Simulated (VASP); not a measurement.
Here is a VASP 6.6.1 calculation.

INCAR

```
SYSTEM = In
PREC = Accurate ; ENCUT = 520
EDIFF = 1E-6 ; ISMEAR = -1
SIGMA = 0.1 ; LREAL = .FALSE.
LASPH = .TRUE. ; NELM = 100
ALGO = Normal ; ISIF = 2
LWAVE = .FALSE. ; LCHARG = .FALSE.
GGA = CA ; NBANDS = 12
```

File KPOINTS:

```
Automatic mesh
0
G
  15 15 15
  0 0 0
```

The input POSCAR:

```
In
1.0
   -1.8335202670      1.8335202670      1.8335202670
    1.8335202670     -1.8335202670      1.8335202670
    1.8335202670      1.8335202670     -1.8335202670
In
1
Direct
    0.0000000000      0.0000000000      0.0000000000
```

Potentials or basis: VASP PAW LDA potentials, release 64 (In_d).

Launch:

```sh
$ cat potpaw_LDA.64/In_d/POTCAR > POTCAR
$ mpirun -np 1 vasp_std > vasp.out
```

Question: Predict the pressure.

Answer: 0.4 GPa.

Question: What does it give for the band gap on the k mesh?

Answer: Zero (an odd number of electrons rules out a gap without spin polarisation).

Caveat: spin-orbit coupling is left out, which moves the levels of the heavy elements.
